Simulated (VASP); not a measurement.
# TiO2 (P4_2/nmc) in VASP: single point with r2SCAN

Aim: the single point of TiO2 with r2SCAN.

Program: VASP 6.6.1. These are calculated values, not measurements. Logs are shortened: lines on timing, memory, paths and dates and some standing lists are left out, and cuts for length are marked.

## 1. The cell of the first run

It takes space group P4_2/nmc (No. 137, tetragonal). Conventional cell: a = 3.367 Å, b = 3.367 Å, c = 5.205 Å, α = 90.00°, β = 90.00°, γ = 90.00°. Within 2.5 Å of Ti (site symmetry -4m2) lie 8 O at 1.88 to 2.43 Å. Within 2.7 Å of O (site symmetry 2mm) lie 4 Ti at 1.88 to 2.43 Å and 6 O at 2.55 to 2.60 Å.

## 2. Single point, r2SCAN

Contents of POSCAR:

```
TiO2
1.0
    3.3671171232     -3.3671171232      0.0000000000
    3.3671171232      3.3671171232      0.0000000000
    0.0000000000      0.0000000000      5.2053216105
Ti O
4 8
Direct
    0.0000000000      0.5000000000      0.5000000000
    0.5000000000      0.0000000000      0.5000000000
    0.0000000000      0.0000000000      0.0000000000
    0.5000000000      0.5000000000      0.0000000000
    0.7500000000      0.2500000000      0.6626495841
    0.2500000000      0.7500000000      0.6626495841
    0.7500000000      0.7500000000      0.8373504159
    0.2500000000      0.2500000000      0.8373504159
    0.2500000000      0.2500000000      0.3373504159
    0.7500000000      0.7500000000      0.3373504159
    0.2500000000      0.7500000000      0.1626495841
    0.7500000000      0.2500000000      0.1626495841
```

Contents of INCAR.step1:

```
PREC = Accurate
ENCUT = 520
ISMEAR = 0
SIGMA = 0.02
LREAL = F
LASPH = T
NELM = 60
NBANDS = 60
GGA = PE
ALGO = Normal
EDIFF = 1E-4
LWAVE = T
LCHARG = F
```

Contents of INCAR.step2:

```
PREC = Accurate
ENCUT = 520
EDIFF = 1E-6
ISMEAR = 0
SIGMA = 0.02
LREAL = F
LASPH = T
NELM = 60
ALGO = Normal
ISIF = 2
LWAVE = F
LCHARG = T
METAGGA = R2SCAN
LMIXTAU = T
LELF = T
LVHAR = T
NBANDS = 60
ISTART = 1
```

Contents of KPOINTS:

```
regular mesh
0
Gamma
  6 6 6
```

Potentials or basis: VASP PAW PBE potentials, release 64 (Ti_sv, O).

Started as:

```console
$ cat potpaw_PBE.64/Ti_sv/POTCAR potpaw_PBE.64/O/POTCAR > POTCAR
$ cp INCAR.step1 INCAR
$ mpirun -np 1 vasp_std > vasp.out
$ cp INCAR.step2 INCAR
$ mpirun -np 1 vasp_std > vasp.out
```

OUTCAR:

```text
PREC = Accurate
   ENCUT = 520
   EDIFF = 1E-6
   ISMEAR = 0
   LREAL = F
   LASPH = T
   NELM = 60
   ISIF = 2
   METAGGA = R2SCAN
   ISTART = 1

 ion  position               nearest neighbor table
   1  0.000  0.500  0.500-   5 1.88   6 1.88   9 1.88  10 1.88   7 2.43   8 2.43  11 2.43  12 2.43

   2  0.500  0.000  0.500-   5 1.88   6 1.88   9 1.88  10 1.88   7 2.43   8 2.43  11 2.43  12 2.43

   3  0.000  0.000  0.000-   7 1.88   8 1.88  11 1.88  12 1.88   9 2.43  10 2.43   5 2.43   6 2.43

   4  0.500  0.500  0.000-   7 1.88   8 1.88  11 1.88  12 1.88   9 2.43  10 2.43   5 2.43   6 2.43

   5  0.750  0.250  0.663-   1 1.88   2 1.88   3 2.43   4 2.43
   6  0.250  0.750  0.663-   1 1.88   2 1.88   3 2.43   4 2.43
   7  0.750  0.750  0.837-   3 1.88   4 1.88   1 2.43   2 2.43
   8  0.250  0.250  0.837-   3 1.88   4 1.88   1 2.43   2 2.43
   9  0.250  0.250  0.337-   1 1.88   2 1.88   3 2.43   4 2.43
  10  0.750  0.750  0.337-   1 1.88   2 1.88   3 2.43   4 2.43
  11  0.250  0.750  0.163-   3 1.88   4 1.88   1 2.43   2 2.43
  12  0.750  0.250  0.163-   3 1.88   4 1.88   1 2.43   2 2.43

  LATTYP: Found a simple tetragonal cell.
 ALAT       =     4.7618227017
 C/A-ratio  =     1.0931363758

  Lattice vectors:

 A1 = (   3.3671171232,  -3.3671171232,   0.0000000000)
 A2 = (   3.3671171232,   3.3671171232,   0.0000000000)
 A3 = (   0.0000000000,   0.0000000000,   5.2053216105)

Analysis of symmetry for initial positions (statically):
=====================================================================
 Subroutine PRICEL returns following result:

  LATTYP: Found a simple tetragonal cell.
 ALAT       =     3.3671171232
 C/A-ratio  =     1.5459282882

  Lattice vectors:

 A1 = (   0.0000000000,  -3.3671171232,   0.0000000000)
 A2 = (   3.3671171232,   0.0000000000,   0.0000000000)
 A3 = (   0.0000000000,   0.0000000000,   5.2053216105)

   2 primitive cells build up your supercell.

 Routine SETGRP: Setting up the symmetry group for a
 simple tetragonal supercell.

 Subroutine GETGRP returns: Found 16 space group operations
 (whereof  8 operations were pure point group operations)
 out of a pool of 16 trial point group operations.

The static configuration has the point symmetry D_2d.
 The point group associated with its full space group is D_4h.

Analysis of symmetry for dynamics (positions and initial velocities):
=====================================================================
 Subroutine PRICEL returns following result:

  LATTYP: Found a simple tetragonal cell.
 ALAT       =     3.3671171232
 C/A-ratio  =     1.5459282882

  Lattice vectors:

 A1 = (   0.0000000000,  -3.3671171232,   0.0000000000)
 A2 = (   3.3671171232,   0.0000000000,   0.0000000000)
 A3 = (   0.0000000000,   0.0000000000,   5.2053216105)

   2 primitive cells build up your supercell.

 Routine SETGRP: Setting up the symmetry group for a
 simple tetragonal supercell.

 Subroutine GETGRP returns: Found 16 space group operations
 (whereof  8 operations were pure point group operations)
 out of a pool of 16 trial point group operations.

The dynamic configuration has the point symmetry D_2d.
 The point group associated with its full space group is D_4h.

 Subroutine INISYM returns: Found 16 space group operations
 (whereof  8 operations are pure point group operations),
 and found     2 'primitive' translations

----------------------------------------------------------------------------------------

                                     Primitive cell

  volume of cell :      59.0152

  direct lattice vectors                    reciprocal lattice vectors
     0.000000000 -3.367117123  0.000000000     0.000000000 -0.296989966  0.000000000
     3.367117123  0.000000000  0.000000000     0.296989966  0.000000000  0.000000000
     0.000000000  0.000000000  5.205321611     0.000000000  0.000000000  0.192111088

  length of vectors
     3.367117123  3.367117123  5.205321611     0.296989966  0.296989966  0.192111088

  position of ions in fractional coordinates (direct lattice)
     0.500000000  0.500000000  0.500000000
     0.000000000  0.000000000  0.000000000
     0.500000000  1.000000000  0.662649584
     0.000000000  0.500000000  0.837350416
     0.000000000  0.500000000  0.337350416
     0.500000000  1.000000000  0.162649584

  ion indices of the primitive-cell ions
   primitive index   ion index
                 1           1
                 2           3
                 3           5
                 4           7
                 5           9
                 6          11

----------------------------------------------------------------------------------------

 KPOINTS: regular mesh

Automatic generation of k-mesh.
 Grid dimensions read from file:
 generate k-points for:    6    6    6

 Generating k-lattice:

  Cartesian coordinates                     Fractional coordinates (reciprocal lattice)
     0.024749164 -0.024749164  0.000000000     0.166666667  0.000000000  0.000000000
     0.024749164  0.024749164  0.000000000     0.000000000  0.166666667  0.000000000
     0.000000000  0.000000000  0.032018515     0.000000000  0.000000000  0.166666667

  Length of vectors
     0.035000603  0.035000603  0.032018515

  Shift w.r.t. Gamma in fractional coordinates (k-lattice)
     0.000000000  0.000000000  0.000000000

 Subroutine IBZKPT returns following result:
 ===========================================

 Found     40 irreducible k-points:

 Following reciprocal coordinates:
            Coordinates               Weight
  0.000000  0.000000  0.000000      1.000000
  0.166667  0.000000  0.000000      4.000000
  0.333333  0.000000  0.000000      4.000000
  0.500000  0.000000  0.000000      2.000000
  0.166667  0.166667  0.000000      4.000000
  0.333333  0.166667  0.000000      8.000000
[... 16 lines left out ...]
  0.333333  0.000000  0.333333      8.000000
  0.500000  0.000000  0.333333      4.000000
 [... further k-points ...]
   k-points           NKPTS =     40   k-points in BZ     NKDIM =     40   number of bands    NBANDS=     60
   number of dos      NEDOS =    301   number of ions     NIONS =     12
   total plane-waves  NPLWV =  51840
   dimension x,y,z NGX =    36 NGY =   36 NGZ =   40
   dimension x,y,z NGXF=    72 NGYF=   72 NGZF=   80
   ions per type =               4   8
   NGX,Y,Z   is equivalent  to a cutoff of  12.57, 12.57, 12.78 a.u.
   NGXF,Y,Z  is equivalent  to a cutoff of  25.14, 25.14, 25.55 a.u.
 SYSTEM =  unknown system
   PREC   = accura    normal or accurate (medium, high low for compatibility)
   ISTART =      1    job   : 0-new  1-cont  2-samecut
   ICHARG =      0    charge: 1-file 2-atom 10-const
   ISPIN  =      1    spin polarized calculation?
   LNONCOLLINEAR =      F non collinear calculations
   LSORBIT =      F    spin-orbit coupling
   LASPH  =      T    aspherical Exc in radial PAW
   ENCUT  =  520.0 eV  38.22 Ry    6.18 a.u.   8.85  8.85  9.68*2*pi/ulx,y,z
   NELM   =     60;   NELMIN=  2; NELMDL=  0     # of ELM steps
   EDIFF  = 0.1E-05   stopping-criterion for ELM
   LREAL  =      F    real-space projection
   EDIFFG = 0.1E-04   stopping-criterion for IOM
   NSW    =      0    number of steps for IOM
   IBRION =     -1    ionic relax: 0-MD 1-quasi-New 2-CG
   NFREE  =      0    steps in history (QN), initial steepest desc. (CG)
   ISIF   =      2    stress and relaxation
   ISYM   =      2    0-nonsym 1-usesym 2-fastsym
   POTIM  = 0.5000    time-step for ionic-motion
   TEBEG  =    0.0;   TEEND  =   0.0 temperature during run
   PSTRESS=    0.0 pullay stress
   NELECT =      96.0000    total number of electrons
   NUPDOWN=      -1.0000    fix difference up-down
   EMIN   =  10.00;   EMAX   =-10.00  energy-range for DOS
   EFERMI =   0.00;   METHOD = LEGACY
   ISMEAR =     0;   SIGMA  =   0.02  broadening in eV -4-tet -1-fermi 0-gaus
   EFERMI_NEDOS =   21; number of points for ismear=-14 and -15
   IALGO  =     38    algorithm
   IMIX   =      4    mixing-type and parameters
     AMIX     =   0.40;   BMIX     =  1.00
     AMIX_MAG =   1.60;   BMIX_MAG =  1.00
  volume/ion in A,a.u.               =       9.84        66.38
  Fermi-wavevector in a.u.,A,eV,Ry     =   1.528154  2.887793 31.773085  2.335256
  Thomas-Fermi vector in A             =   2.635952
   LORBIT       =      0    0 simple, 1 ext, 2 COOP (PROOUT), +10 PAW based schemes
   METAGGA = R2SCAN    functional components
   LHFCALC =     F    Hartree Fock is set to
   AEXX    =    0.0000 exact exchange contribution
   IVDW    =     0    specifies the selected vdW correction
   LEPSILON=     F    determine dielectric tensor
   LRPA    =     F    only Hartree local field effects (RPA)
 non-spin polarized calculation
 Gauss-broadening in eV      SIGMA  =   0.02
  energy-cutoff  :      520.00
  volume of cell :      118.03
 maximum number of plane-waves:      3212
 NGX is ok and might be reduce to    36
   NGX = 17   NGY = 17   NGZ = 19

 number of electron      95.9999969 magnetization

 Free energy of the ion-electron system (eV)
  ---------------------------------------------------
  ext. energy  EPLUGINS =         0.00000000
  ---------------------------------------------------
  free energy    TOTEN  =      -138.18927254 eV

  energy without entropy =     -138.18927254  energy(sigma->0) =     -138.18927254

 E-fermi :   5.2295     XC(G=0): -12.5699

 val. band max:        5.0369960347   @ k =   0.0000   0.0000   0.5000
 cond. band min:       7.9902314421   @ k =   0.0000   0.0000   0.0000
 fundamental gap:      2.9532354074
 Fermi energy:         5.2294827903

 k-point     1 :       0.0000    0.0000    0.0000
  band No.  band energies     occupation
      1     -53.6097      2.00000
      2     -53.5925      2.00000
      3     -53.5808      2.00000
      4     -53.5808      2.00000
      5     -28.9632      2.00000
      6     -28.9632      2.00000
[... 52 lines left out ...]
     59      10.3229      0.00000
     60      10.3229      0.00000

 k-point     2 :       0.1667    0.0000    0.0000
  band No.  band energies     occupation
      1     -53.6077      2.00000
      2     -53.5917      2.00000
      3     -53.5827      2.00000
      4     -53.5816      2.00000
      5     -28.9491      2.00000
      6     -28.9458      2.00000
[... 52 lines left out ...]
     59      10.2243      0.00000
     60      10.4213      0.00000

 k-point     3 :       0.3333    0.0000    0.0000
  band No.  band energies     occupation
      1     -53.6025      2.00000
      2     -53.5896      2.00000
      3     -53.5880      2.00000
      4     -53.5836      2.00000
      5     -28.9228      2.00000
      6     -28.9106      2.00000
[... 1312 lines left out ...]
     59       9.8987      0.00000
     60      10.0891      0.00000

 k-point    24 :       0.5000    0.0000    0.3333
  band No.  band energies     occupation
      1     -53.5931      2.00000
      2     -53.5931      2.00000
      3     -53.5887      2.00000
      4     -53.5887      2.00000
      5     -28.8902      2.00000
      6     -28.8902      2.00000
[... 52 lines left out ...]
     59       9.8880      0.00000
     60       9.8880      0.00000

 [... further k-points ...]

------------------------ aborting loop because EDIFF is reached ----------------------------------------

  FORCE on cell =-STRESS in cart. coord.  units (eV):
  Direction    XX          YY          ZZ          XY          YZ          ZX
  --------------------------------------------------------------------------------------
  -------------------------------------------------------------------------------------
  Total        1.3847413      1.3847413      0.5493515      0.0000000      0.0000000      0.0000000
  in kB       18.7968555     18.7968555      7.4570470      0.0000000      0.0000000      0.0000000
  external PRESSURE =      15.0169193 kB  Pullay stress =       0.0000000 kB

 VOLUME and BASIS-vectors are now :
 -----------------------------------------------------------------------------
  energy-cutoff  :      520.00
  volume of cell :      118.03
      direct lattice vectors                 reciprocal lattice vectors
     3.367117123 -3.367117123  0.000000000     0.148494983 -0.148494983  0.000000000
     3.367117123  3.367117123  0.000000000     0.148494983  0.148494983  0.000000000
     0.000000000  0.000000000  5.205321611     0.000000000  0.000000000  0.192111088

 POSITION                                       TOTAL-FORCE (eV/Angst)
 -----------------------------------------------------------------------------------
      1.68356      1.68356      2.60266        -0.000000     -0.000000     -0.000000
      1.68356     -1.68356      2.60266         0.000000     -0.000000     -0.000000
      0.00000      0.00000      0.00000         0.000000     -0.000000     -0.000000
      3.36712      0.00000      0.00000         0.000000      0.000000     -0.000000
      3.36712     -1.68356      3.44930         0.000000      0.000000      0.097365
      3.36712      1.68356      3.44930         0.000000     -0.000000      0.097365
      5.05068      0.00000      4.35868         0.000000     -0.000000     -0.097365
      1.68356      0.00000      4.35868        -0.000000      0.000000     -0.097365
      1.68356      0.00000      1.75602         0.000000     -0.000000     -0.097365
      5.05068      0.00000      1.75602        -0.000000     -0.000000     -0.097365
      3.36712      1.68356      0.84664        -0.000000      0.000000      0.097365
      3.36712     -1.68356      0.84664         0.000000     -0.000000      0.097365
 -----------------------------------------------------------------------------------
    total drift:                                0.000000      0.000000      0.000000

  FREE ENERGIE OF THE ION-ELECTRON SYSTEM (eV)
  ---------------------------------------------------
  free  energy   TOTEN  =      -138.1892725407 eV

  energy  without entropy=     -138.1892725407  energy(sigma->0) =     -138.18927254
```

It took 8.8 min on 1 thread of AMD EPYC 9R45 (Zen 5), shared host; peak memory 0.33 GiB.

Results:

- Free energy: -138.1893 eV
- Pressure: 1.5 GPa
- Largest force: 0.097 eV/Å
- Band gap on the k mesh: 2.95 eV

Forces in eV/Å, atoms in the order of the input:
```
Ti   0.000  0.000  0.000
Ti   0.000  0.000  0.000
Ti   0.000  0.000  0.000
Ti   0.000  0.000  0.000
O    0.000  0.000  0.097
O    0.000  0.000  0.097
O    0.000  0.000 -0.097
O    0.000  0.000 -0.097
O    0.000  0.000 -0.097
O    0.000  0.000 -0.097
O    0.000  0.000  0.097
O    0.000  0.000  0.097
```

Caveat: the PAW data sets were made with another functional, which shifts forces and pressure a little.
